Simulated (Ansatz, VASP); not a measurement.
WS2: VASP beside Ansatz

The input POSCAR:

```
WS2
1.0
    1.5790001700      0.9116361700      6.1633291500
   -1.5790001700      0.9116361700      6.1633291500
    0.0000000000     -1.8232723400      6.1633291500
W S
1 2
Direct
    0.0000000000      0.0000000000      0.0000000000
    0.7503000000      0.7503000000      0.7503000000
    0.5810000000      0.5810000000      0.5810000000
```

Contents of INCAR.step1:

```
PREC = Accurate ; ENCUT = 550
ISMEAR = 0 ; SIGMA = 0.05
LREAL = False ; LASPH = True
NELM = 200 ; ISPIN = 2
MAGMOM = 0 0 0 ; LMAXMIX = 4
LDAU = True ; LDAUTYPE = 1
LDAUL = 2 -1 ; LDAUU = 2.5 0
LDAUJ = 0.5 0 ; NBANDS = 24
GGA = PE ; ALGO = Normal
EDIFF = 1E-5 ; LWAVE = True
LCHARG = False ; GGA_COMPAT = False
```

File INCAR.step2:

```
PREC = Accurate ; ENCUT = 550
EDIFF = 1E-6 ; ISMEAR = 0
SIGMA = 0.05 ; LREAL = False
LASPH = True ; NELM = 200
ALGO = Normal ; ISIF = 2
LWAVE = False ; LCHARG = True
ISPIN = 2 ; MAGMOM = 0 0 0
LORBIT = 11 ; LMAXMIX = 4
LDAU = True ; LDAUTYPE = 1
LDAUL = 2 -1 ; LDAUU = 2.5 0
LDAUJ = 0.5 0 ; LDAUPRINT = 1
METAGGA = R2SCAN ; LMIXTAU = True
LELF = True ; LVHAR = True
NBANDS = 24 ; ISTART = 1
GGA_COMPAT = False
```

File KPOINTS:

```
Automatic mesh
0
Gamma
  7 7 7
```

Input for Ansatz:

```yaml
crystal:
  lattice:
    - [1.57900017, 0.91163617, 6.16332915]
    - [-1.57900017, 0.91163617, 6.16332915]
    - [0.0, -1.82327234, 6.16332915]
  atoms:
    - { symbol: W, position: [0.0, 0.0, 0.0], spin: 2.0 }
    - { symbol: S, position: [0.7503, 0.7503, 0.7503] }
    - { symbol: S, position: [0.581, 0.581, 0.581] }
basis:
  ecutwfc: 500
  ecutrho_ratio: 4
kpoints:
  mp_grid: { grid: [7, 7, 7] }
hamiltonian:
  xc: r2scan
  hubbard:
    sites:
      - { site: 0, l: d, u: 2.5, j: 0.5, starting_ns: [{ spin: up, occupation_matrix: s0up }, { spin: down, occupation_matrix: s0down }] }
    occupation_matrices:
      s0up:
        matrix:
          - [0.97, 0.0, 0.0, 0.0, 0.0]
          - [0.0, 0.02038, 0.0, 0.0, -0.01899]
          - [0.0, 0.0, 0.02, 0.0, 0.0]
          - [0.0, 0.0, 0.0, 0.02, 0.0]
          - [0.0, -0.01899, 0.0, 0.0, 0.96962]
      s0down:
        matrix:
          - [0.02, 0.0, 0.0, 0.0, 0.0]
          - [0.0, 0.02, 0.0, 0.0, 0.0]
          - [0.0, 0.0, 0.02, 0.0, 0.0]
          - [0.0, 0.0, 0.0, 0.02, 0.0]
          - [0.0, 0.0, 0.0, 0.0, 0.02]
    ns_hold: { iters: 10 }
scf:
  occupations: { method: gaussian, width: 0.05 }
  lower_state_search: "off"
  max_iter: 150
output:
  forces: true
  stress: true
  eigenvalues: true
  populations: true
  hubbard: { sites: [{ site: 0, l: d }] }
  write_density: true
  write_potential: true
  elf: true
  volumetric_format: npy
magnetization:
  spin_polarized: true
```

Alike in both runs: task single point; functional r2SCAN; k mesh 7 × 7 × 7; occupations gaussian, width 0.05 eV; collinear spin; Hubbard terms W d U = 2.5 eV, J = 0.5 eV.

|  | VASP | Ansatz |
| --- | --- | --- |
| version | VASP 6.6.1 | Ansatz 0.2.0 |
| potentials or method | VASP PAW PBE potentials, release 64 (W_sv, S), cutoff 550 eV | scalar-relativistic, plane waves, PAW |
| valence electrons in the cell | 26 | 26 |

```csv
,VASP,Ansatz,Ansatz less VASP
gap on the k mesh at the Fermi level (eV),1.26,1.31,+0.050
least direct gap on the mesh (eV),2.47,2.52,+0.054
pressure (GPa),4.5,2.7,-1.74
"traceless stress, the component that is largest in VASP (GPa)",-0.69,-0.84,-0.141
rms of the force components (eV/Å),0.268,0.255,-0.0128
```

VASP's potentials were made for PBE, not for r2SCAN. The programs project onto different local orbitals, so the same U acts differently, and such runs can settle in different states. Atom by atom the forces differ by 0.095 eV/Å (rms over components). Ansatz's warnings: seeded moment not kept, specified occupation not kept, stability check not made, symmetry narrowed by occupation matrices.

Spin-orbit coupling is off throughout.
